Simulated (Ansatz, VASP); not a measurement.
**One calculation of SiO2, two programs**

The input INCAR:

```
  PREC = Accurate
  ENCUT = 600
  EDIFF = 1E-6
  ISMEAR = 0
  SIGMA = 0.05
  LREAL = False
  LASPH = True
  NELM = 120
  ALGO = Normal
  ISIF = 2
  LWAVE = False
  LCHARG = False
  GGA = CA
  NBANDS = 15
  GGA_COMPAT = False
```

File KPOINTS:

```
Automatic mesh
0
Gamma
  6 6 6
```

The input POSCAR:

```
SiO2
1.0
    0.0000000000      2.3061228330      2.3061228330
    2.3061228330      0.0000000000      2.3061228330
    2.3061228330      2.3061228330      0.0000000000
Si O
1 2
Direct
    0.0000000000      0.0000000000      0.0000000000
    0.2500000000      0.2500000000      0.2500000000
    0.7500000000      0.7500000000      0.7500000000
```

Input for Ansatz:

```yaml
crystal:
  lattice:
    - [0.0, 2.306122833, 2.306122833]
    - [2.306122833, 0.0, 2.306122833]
    - [2.306122833, 2.306122833, 0.0]
  atoms:
    - { symbol: Si, position: [0.0, 0.0, 0.0] }
    - { symbol: O, position: [0.25, 0.25, 0.25] }
    - { symbol: O, position: [0.75, 0.75, 0.75] }
basis:
  ecutwfc: 420
kpoints:
  mp_grid: { grid: [6, 6, 6] }
hamiltonian:
  xc: lda
scf:
  occupations: { method: gaussian, width: 0.05 }
output:
  forces: true
  stress: true
  eigenvalues: true
```

Alike in both runs: task single point; functional LDA; k mesh 6 × 6 × 6; occupations gaussian, width 0.05 eV; no spin polarisation.

|  | VASP | Ansatz |
| --- | --- | --- |
| version | VASP 6.6.1 | Ansatz 0.2.0 |
| potentials or method | VASP PAW LDA potentials, release 64 (Si, O), cutoff 600 eV | scalar-relativistic, plane waves, PAW |
| valence electrons in the cell | 16 | 16 |

|  | VASP | Ansatz | Ansatz less VASP |
| --- | --- | --- | --- |
| gap on the k mesh at the Fermi level (eV) | 1.53 | 1.53 | -0.006 |
| least direct gap on the mesh (eV) | 1.76 | 1.78 | +0.022 |
| pressure (GPa) | -17.5 | -18.1 | -0.54 |

LDA's correlation is that of Perdew and Zunger in VASP and of Perdew and Wang (1992) in Ansatz.
